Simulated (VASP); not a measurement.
# Ni (P6_3/mmc) in VASP: single point with PBEsol

Aim: the single point of Ni with PBEsol.

Program: VASP 6.6.1. These are calculated values, not measurements. Logs are shortened: lines on timing, memory, paths and dates and some standing lists are left out, and cuts for length are marked.

### Step 1. The cell of the first run

It takes space group P6_3/mmc (No. 194, hexagonal). Conventional cell: a = 2.446 Å, b = 2.446 Å, c = 4.019 Å, α = 90.00°, β = 90.00°, γ = 120.00°. Within 3.2 Å of Ni (site symmetry -6m2) lie 12 Ni at 2.45 to 2.46 Å.

This isn't the form of Ni at room conditions, which is fcc.

### Step 2. Single point, PBEsol, collinear spin, ferromagnetic start

Input file INCAR:

```
SYSTEM = Ni
PREC = Accurate ; ENCUT = 520
EDIFF = 1E-6 ; ISMEAR = -1
SIGMA = 0.05 ; LREAL = .FALSE.
LASPH = .TRUE. ; NELM = 150
ALGO = Normal ; ISIF = 2
LWAVE = .FALSE. ; LCHARG = .TRUE.
ISPIN = 2 ; MAGMOM = 1 1
LORBIT = 11 ; LMAXMIX = 4
GGA = PS ; LELF = .TRUE.
LVHAR = .TRUE. ; NBANDS = 21
```

Input file KPOINTS:

```
Automatic mesh
0
G
  20 20 11
  0 0 0
```

Input file POSCAR:

```
Ni
1.0
    2.4461446315      0.0000000000      0.0000000000
   -1.2230723158      2.1184233922      0.0000000000
    0.0000000000      0.0000000000      4.0185732436
Ni
2
Direct
    0.3333333333      0.6666666667      0.2500000000
    0.6666666667      0.3333333333      0.7500000000
```

Potentials or basis: VASP PAW PBE potentials, release 64 (Ni).

Run with:

```bash
$ cat potpaw_PBE.64/Ni/POTCAR > POTCAR
$ mpirun -np 1 vasp_std > vasp.out
```

OUTCAR:

```text
SYSTEM = Ni
   PREC = Accurate
   ENCUT = 520
   EDIFF = 1E-6
   ISMEAR = -1
   LREAL = .FALSE.
   LASPH = .TRUE.
   NELM = 150
   ISIF = 2
   ISPIN = 2
   LORBIT = 11
   GGA = PS

 ion  position               nearest neighbor table
   1  0.333  0.667  0.250-   2 2.46   2 2.46   2 2.46   2 2.46   2 2.46   2 2.46
   2  0.667  0.333  0.750-   1 2.46   1 2.46   1 2.46   1 2.46   1 2.46   1 2.46

  LATTYP: Found a hexagonal cell.
 ALAT       =     2.4461446315
 C/A-ratio  =     1.6428191497

  Lattice vectors:

 A1 = (   2.4461446315,   0.0000000000,   0.0000000000)
 A2 = (  -1.2230723158,   2.1184233922,   0.0000000000)
 A3 = (   0.0000000000,   0.0000000000,   4.0185732436)

Analysis of symmetry for initial positions (statically):
=====================================================================
 Subroutine PRICEL returns:
 Original cell was already a primitive cell.

 Routine SETGRP: Setting up the symmetry group for a
 hexagonal supercell.

 Subroutine GETGRP returns: Found 24 space group operations
 (whereof 12 operations were pure point group operations)
 out of a pool of 24 trial point group operations.

The static configuration has the point symmetry D_3d.
 The point group associated with its full space group is D_6h.

Analysis of symmetry for dynamics (positions and initial velocities):
=====================================================================
 Subroutine PRICEL returns:
 Original cell was already a primitive cell.

 Routine SETGRP: Setting up the symmetry group for a
 hexagonal supercell.

 Subroutine GETGRP returns: Found 24 space group operations
 (whereof 12 operations were pure point group operations)
 out of a pool of 24 trial point group operations.

The dynamic configuration has the point symmetry D_3d.
 The point group associated with its full space group is D_6h.

Analysis of structural, dynamic, and magnetic symmetry:
=====================================================================
 Subroutine PRICEL returns:
 Original cell was already a primitive cell.

 Routine SETGRP: Setting up the symmetry group for a
 hexagonal supercell.

 Subroutine GETGRP returns: Found 24 space group operations
 (whereof 12 operations were pure point group operations)
 out of a pool of 24 trial point group operations.

The overall configuration has the point symmetry D_3d.
 The point group associated with its full space group is D_6h.

[... 115 lines left out ...]
   IALGO  =     38    algorithm
   IMIX   =      4    mixing-type and parameters
     AMIX     =   0.40;   BMIX     =  1.00
     AMIX_MAG =   1.60;   BMIX_MAG =  1.00
  volume/ion in A,a.u.               =      10.41        70.26
  Fermi-wavevector in a.u.,A,eV,Ry     =   1.615211  3.052306 35.496324  2.608906
  Thomas-Fermi vector in A             =   2.709995
   LORBIT       =     11    0 simple, 1 ext, 2 COOP (PROOUT), +10 PAW based schemes
   GGA     = PS    functional components
   LHFCALC =     F    Hartree Fock is set to
   AEXX    =    0.0000 exact exchange contribution
   IVDW    =     0    specifies the selected vdW correction
   LEPSILON=     F    determine dielectric tensor
   LRPA    =     F    only Hartree local field effects (RPA)
 spin polarized calculation
  energy-cutoff  :      520.00
  volume of cell :       20.82
 maximum number of plane-waves:       574
   NGX =  9   NGY =  9   NGZ = 15

 number of electron      19.9999984 magnetization       1.2252377

 Free energy of the ion-electron system (eV)
  ---------------------------------------------------
  ext. energy  EPLUGINS =         0.00000000
  ---------------------------------------------------
  free energy    TOTEN  =       -12.23612606 eV

  energy without entropy =      -12.20286470  energy(sigma->0) =      -12.21949538

 E-fermi :   9.8492     XC(G=0): -13.6966

 val. band max:        9.8464161340   @ k =   0.3500   0.0500   0.4545
 cond. band min:       9.8505107160   @ k =   0.0500   0.0000   0.0000
 fundamental gap:      0.0040945820
 Fermi energy:         9.8491617130

 spin component 1

 k-point     1 :       0.0000    0.0000    0.0000
  band No.  band energies     occupation
      1       0.4517      1.00000
      2       4.7400      1.00000
      3       7.2955      1.00000
      4       7.4054      1.00000
      5       7.4054      1.00000
      6       7.6910      1.00000
[... 565 lines left out ...]
     20      35.6581      0.00000
     21      39.9640      0.00000

 [... further k-points ...]

 spin component 2

 k-point     1 :       0.0000    0.0000    0.0000
  band No.  band energies     occupation
      1       0.4439      1.00000
      2       5.1221      1.00000
      3       7.9598      1.00000
      4       8.0494      1.00000
      5       8.0494      1.00000
      6       8.3536      1.00000
[... 565 lines left out ...]
     20      35.7747      0.00000
     21      39.9460      0.00000

 [... further k-points ...]

------------------------ aborting loop because EDIFF is reached ----------------------------------------

  FORCE on cell =-STRESS in cart. coord.  units (eV):
  Direction    XX          YY          ZZ          XY          YZ          ZX
  --------------------------------------------------------------------------------------
  -------------------------------------------------------------------------------------
  Total       -0.0172107     -0.0172107     -0.0259063      0.0000000      0.0000000      0.0000000
  in kB       -1.3241643     -1.3241643     -1.9931893      0.0000000      0.0000000      0.0000000
  external PRESSURE =      -1.5471726 kB  Pullay stress =       0.0000000 kB

 VOLUME and BASIS-vectors are now :
 -----------------------------------------------------------------------------
  energy-cutoff  :      520.00
  volume of cell :       20.82
      direct lattice vectors                 reciprocal lattice vectors
     2.446144632  0.000000000  0.000000000     0.408806571  0.236024584  0.000000000
    -1.223072316  2.118423392  0.000000000     0.000000000  0.472049168  0.000000000
     0.000000000  0.000000000  4.018573244     0.000000000  0.000000000  0.248844537

 POSITION                                       TOTAL-FORCE (eV/Angst)
 -----------------------------------------------------------------------------------
     -0.00000      1.41228      1.00464         0.000000      0.000000      0.000000
      1.22307      0.70614      3.01393         0.000000     -0.000000      0.000000
 -----------------------------------------------------------------------------------
    total drift:                                0.000000      0.000000     -0.000000

  FREE ENERGIE OF THE ION-ELECTRON SYSTEM (eV)
  ---------------------------------------------------
  free  energy   TOTEN  =       -12.2361260622 eV

  energy  without entropy=      -12.2028647031  energy(sigma->0) =      -12.21949538

 total charge

# of ion       s       p       d       tot
------------------------------------------
    1        0.518   0.542   8.336   9.396
    2        0.518   0.542   8.336   9.396
--------------------------------------------------
tot          1.037   1.084  16.672  18.793

 magnetization (x)

# of ion       s       p       d       tot
------------------------------------------
    1       -0.005  -0.024   0.648   0.619
    2       -0.005  -0.024   0.648   0.619
--------------------------------------------------
tot         -0.010  -0.049   1.296   1.237
```

Run time: 2.1 min. Hardware: 1 thread of Intel Xeon Platinum 8375C at 2.90GHz (Ice Lake), shared host; peak memory 0.26 GiB.

What came out:

```yaml
Free_energy: -12.2361 eV
Pressure: -0.2 GPa
Net_moment: 1.23 μB per cell
Site_moments: Ni +0.62 μB
Valence_electrons_inside_the_program's_atomic_spheres: Ni 9.40
```

Levels at points of the mesh, in eV from the Fermi level:
Spin up:
```tsv
k point	band 8	band 9	band 10	band 11	band 12	band 13	band 14	band 15
(0.00, 0.00, 0.00)	-1.72	-1.72	-0.71	-0.71	-0.51	5.87	22.98	25.21
(0.50, 0.00, 0.00)	-0.59	-0.52	-0.46	1.21	3.17	9.53	10.14	12.69
```
Spin down:
```csv
k point,band 6,band 7,band 8,band 9,band 10,band 11,band 12,band 13
"(0.00, 0.00, 0.00)",-1.50,-1.50,-1.05,-1.05,-0.54,-0.01,-0.01,6.27
"(0.50, 0.00, 0.00)",-1.86,-1.49,0.15,0.19,0.28,1.68,3.54,9.67
```

Caveat: the PAW data sets were made with another functional, which shifts forces and pressure a little.
